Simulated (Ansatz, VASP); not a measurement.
HfO2 in VASP and in Ansatz

```
Hf O
1.0
     0.00000   -2.52207   -2.52207
     0.00000    2.52207   -2.52207
     5.04413    0.00000    0.00000
Hf O
2 4
Direct
  0.01439 0.98561 0.00000
  0.48561 0.51439 0.50000
  0.99943 0.49943 0.70194
  0.50057 0.00057 0.29806
  0.99943 0.49943 0.20194
  0.50057 0.00057 0.79806
```

Change from the starting cell: mode 1 frozen in at -0.242 Å and mode 5 at -0.073 Å (largest displacements).

Alike in both runs: task single point; functional PBEsol; k mesh 6 × 6 × 6; occupations gaussian, width 0.05 eV; no spin polarisation.

```csv
,VASP,Ansatz
version,VASP 6.6.1,Ansatz 0.2.0
potentials or method,"VASP PAW PBE potentials, release 64 (Hf_pv, O), cutoff 520 eV","scalar-relativistic, plane waves, PAW"
valence electrons in the cell,44,76
```

VASP gave:

```
gap on the k mesh at the Fermi level (eV)                     : 4.41
least direct gap on the mesh (eV)                             : 4.48
pressure (GPa)                                                : 2.9
traceless stress, the component that is largest in VASP (GPa) : 5.33
rms of the force components (eV/Å)                            : 0.357
```

Which values does Ansatz return?

gap on the k mesh at the Fermi level (eV): 4.44; least direct gap on the mesh (eV): 4.50; pressure (GPa): 6.3; traceless stress, the component that is largest in VASP (GPa): 5.19; rms of the force components (eV/Å): 0.360.

VASP's potentials were made for PBE, not for PBEsol, and Ansatz warns of the same on its side. Atom by atom the forces differ by 0.014 eV/Å (rms over components). VASP's potentials hold 44 valence electrons a cell and Ansatz's 76, so a difference there can come from the potentials and not from the codes.

Neither program's run includes spin-orbit coupling.
